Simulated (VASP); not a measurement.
TbW:

```
Tb W
1.0
     3.00359    0.00000    0.00000
    -1.50179    2.60118    0.00000
     0.00000    0.00000    4.80639
Tb W
1 1
Direct
  0.00000 0.00000 0.50000
  0.66667 0.33333 0.00000
```

The cell was generated, and may not be a known phase.

```yaml
Program: VASP 6.6.1
Task: relaxation of cell and atoms
Functional: PBE
Potentials_or_basis: VASP PAW PBE potentials, release 64 (Tb_3, W_sv), 4f in core
Cutoff: 500 eV
k_mesh: 7 × 7 × 4
Occupations: gaussian, width 0.2 eV
Spin: no spin polarisation
```

At the start: pressure 18.7 GPa; volume 18.78 Å³/atom.

Problem. How do energy, volume and symmetry change on relaxing?

Solution. Over 6 steps the energy falls by 173.9 meV/atom and the volume is 21.06 Å³/atom (+12.2 %); space group P-6m2 (No. 187, to 0.1 Å) before and after.

The path:
```csv
step,energy change (eV),largest force (eV/Å),pressure (GPa),volume (Å³)
1,0.0000,0.0000,18.69,37.55
2,0.1053,0.0000,-14.48,50.68
3,-0.3042,0.0000,-1.42,43.04
4,-0.3045,0.0000,-0.98,42.87
5,-0.3347,0.0000,-0.58,42.52
6,-0.3479,0.0000,0.10,42.13
```

Final structure:
```yaml
crystal:
  lattice:
    - [3.01743, 0.00000, 0.00000]
    - [-1.50872, 2.61318, 0.00000]
    - [0.00000, 0.00000, 5.34243]
  atoms:
    - { symbol: Tb, position: [0.00000, 0.00000, 0.50000] }
    - { symbol: W, position: [0.66667, 0.33333, 0.00000] }
```
